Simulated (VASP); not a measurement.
Write the native input for VASP 6.6.1 that does the following.

| Item | Value |
| --- | --- |
| Task | single point |
| Functional | PBE |
| Potentials or basis | VASP PAW PBE potentials, release 64 (S) |
| Cutoff | 520 eV |
| k mesh | 17 × 17 × 17 |
| Occupations | fermi-dirac, width 0.05 eV |
| Spin | no spin polarisation |
| Dipole correction | no |
| Further INCAR settings | ALGO = Normal; EDIFF = 1e-07; NBANDS = 13 |

The structure of S lies in POSCAR:

```
S
1.0
    1.3118988717     -0.7574251667      2.2204034572
    0.0000000000      1.5148503334      2.2204034572
   -1.3118988717     -0.7574251667      2.2204034572
S
2
Direct
    0.2500000000      0.2500000000      0.2500000000
   -0.2500000000     -0.2500000000     -0.2500000000
```

One way to write it, as run:

INCAR

```
SYSTEM = S
ALGO = Normal ; EDIFF = 1E-7
ENCUT = 520 ; GGA = PE
ISIF = 2 ; ISMEAR = -1
LASPH = .True. ; LCHARG = .False.
LREAL = .False. ; LWAVE = .False.
NBANDS = 13 ; NELM = 60
PREC = Accurate ; SIGMA = 0.05
```

KPOINTS

```
k-points
0
Gamma
  17 17 17
  0 0 0
```

Potentials or basis: VASP PAW PBE potentials, release 64 (S).

Run with:

```console
$ cat potpaw_PBE.64/S/POTCAR > POTCAR
$ mpirun -np 1 vasp_std > vasp.out
```

It gave:

The pressure is 380.0 GPa and the band gap on the k mesh is zero (band 6 reaches 27.11 eV, above the bottom of band 7 at 25.17 eV).

Wall time 27 s on 1 thread of Intel(R) Xeon(R) 6975P-C (Granite Rapids) (shared host), peak memory 0.17 GiB.
